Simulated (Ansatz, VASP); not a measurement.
# TeP2: VASP beside Ansatz

```
CELL_PARAMETERS angstrom
0.00000 2.41726 5.57109
2.39567 0.00000 5.57109
2.39567 2.41726 0.00000
ATOMIC_POSITIONS crystal
Te 0.50000 0.50000 0.50000
P 0.25656 0.25656 0.74344
P 0.74344 0.74344 0.25656
```

Change from the starting cell: species swapped into the AlAg2 type (Cmcm, No. 63).

Alike in both runs: task relaxation of cell and atoms; functional PBE; k mesh 14 × 14 × 14; occupations gaussian, width 0.1 eV; no spin polarisation.

|  | VASP | Ansatz |
| --- | --- | --- |
| version | VASP 6.6.1 | Ansatz 0.2.0 |
| potentials or method | VASP PAW PBE potentials, release 64 (Te, P), cutoff 600 eV | scalar-relativistic, plane waves, PAW |
| valence electrons in the cell | 16 | 26 |

Ansatz gave:

```
gap on the k mesh at the Fermi level, each at its own relaxed structure (eV) : none
relaxed volume (Å³/atom)                                                     : 21.94
relaxed length of the cell vector where the two differ most in proportion (Å)              : 6.498
```

**Question.** What did VASP give for the same quantities?

**Answer.** gap on the k mesh at the Fermi level, each at its own relaxed structure (eV): none; relaxed volume (Å³/atom): 21.91; relaxed length of the cell vector where the two differ most in proportion (Å): 6.493.

A gap of «none» marks a metal or a gap that the smearing closes. VASP's potentials hold 16 valence electrons a cell and Ansatz's 26, so a difference there can come from the potentials and not from the codes.

Spin-orbit coupling is off throughout.
